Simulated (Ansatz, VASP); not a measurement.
## One calculation of TiSi2, two programs

INCAR

```
PREC = Accurate
ENCUT = 520
EDIFF = 1E-6
ISMEAR = -1
SIGMA = 0.08
LREAL = False
LASPH = True
NELM = 60
ALGO = Normal
ISIF = 2
LWAVE = False
LCHARG = False
GGA = PS
NBANDS = 29
```

KPOINTS

```
regular mesh
0
Gamma
  8 8 8
```

Contents of POSCAR:

```
TiSi2
1.0
    0.0000000000      4.1987656027      4.3450800428
    2.4333060007      0.0000000000      4.3450800428
    2.4333060007      4.1987656027      0.0000000000
Ti Si
2 4
Direct
    0.7500000000      0.7500000000      0.7500000000
    0.5000000000      0.5000000000      0.5000000000
    0.0830000000      0.4170000000      0.0830000000
    0.4170000000      0.0830000000      0.4170000000
    0.1670000000      0.8330000000      0.1670000000
    0.8330000000      0.1670000000      0.8330000000
```

Input for Ansatz:

```yaml
crystal:
  lattice:
    - [0.0, 4.1987656027, 4.3450800428]
    - [2.4333060007, 0.0, 4.3450800428]
    - [2.4333060007, 4.1987656027, 0.0]
  atoms:
    - { symbol: Ti, position: [0.75, 0.75, 0.75] }
    - { symbol: Ti, position: [0.5, 0.5, 0.5] }
    - { symbol: Si, position: [0.083, 0.417, 0.083] }
    - { symbol: Si, position: [0.417, 0.083, 0.417] }
    - { symbol: Si, position: [0.167, 0.833, 0.167] }
    - { symbol: Si, position: [0.833, 0.167, 0.833] }
kpoints:
  mp_grid: { grid: [8, 8, 8] }
  band_path:
    path:
      - [0.0, 0.0, 0.0]
      - [0.5, 0.0, 0.5]
      - [1.0, 0.5, 0.5]
      - [0.5, 0.5, 0.0]
      - [0.0, 0.0, 0.0]
      - [0.0, 0.4123673781, 0.4123673781]
      - [1.0, 0.5876326219, 0.5876326219]
      - [1.0, 0.5, 0.5]
      - [0.5, 0.0, 0.5]
    npoints: 5
scf:
  occupations: { method: fermi_dirac, width: 0.08 }
hamiltonian:
  xc: pbesol
  pseudopotentials: { kind: all_electron, lapw: { basis_error: 0.0005 } }
output:
  forces: true
  stress: true
  eigenvalues: true
```

Change from the starting cell: volume scaled by 1.06.

Alike in both runs: task single point; functional PBEsol; k mesh 8 × 8 × 8; occupations fermi-dirac, width 0.08 eV; no spin polarisation.

|  | VASP | Ansatz |
| --- | --- | --- |
| version | VASP 6.6.1 | Ansatz 0.2.0 |
| potentials or method | VASP PAW PBE potentials, release 64 (Ti_sv, Si), cutoff 520 eV | all-electron LAPW, scalar-relativistic |

|  | VASP | Ansatz | Ansatz less VASP |
| --- | --- | --- | --- |
| pressure (GPa) | -9.1 | -9.3 | -0.15 |
| traceless stress, the component that is largest in VASP (GPa) | -1.68 | -1.74 | -0.057 |
| rms of the force components (eV/Å) | 0.074 | 0.073 | -0.0004 |

VASP's potentials were made for PBE, not for PBEsol. Atom by atom the forces differ by 0.000 eV/Å (rms over components). Ansatz ran all-electron here, and VASP with PAW potentials.
